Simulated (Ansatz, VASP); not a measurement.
**BaTiO3 in VASP and in Ansatz**

```
Ba Ti O
1.0
     4.00600    0.00000    0.00000
     0.00000    4.00600    0.00000
     0.00000    0.00000    4.00600
Ba Ti O
1 1 3
Direct
  0.50000 0.50000 0.50000
  0.00000 0.00000 0.00000
  0.50000 0.00000 0.00000
  0.00000 0.50000 0.00000
  0.00000 0.00000 0.50000
```

Alike in both runs: task single point; functional PBE; k mesh 4 × 4 × 4; no spin polarisation; Hubbard terms Ti d U = 6.0 eV.

|  | VASP | Ansatz |
| --- | --- | --- |
| version | VASP 6.6.1 | Ansatz 0.2.0 |
| potentials or method | VASP PAW PBE potentials, release 64 (Ba_sv, Ti_sv, O), cutoff 520 eV | plane waves, PAW |
| occupations | gaussian, width 0.01 eV | fixed |
| valence electrons in the cell | 40 | 40 |

VASP gave:

```
gap on the k mesh at the Fermi level (eV) : 2.46
```

Task: What did Ansatz give for the same quantities?

Result: gap on the k mesh at the Fermi level (eV): 2.52.

The programs project onto different local orbitals, so the same U acts differently, and such runs can settle in different states.

Spin-orbit coupling is off throughout.
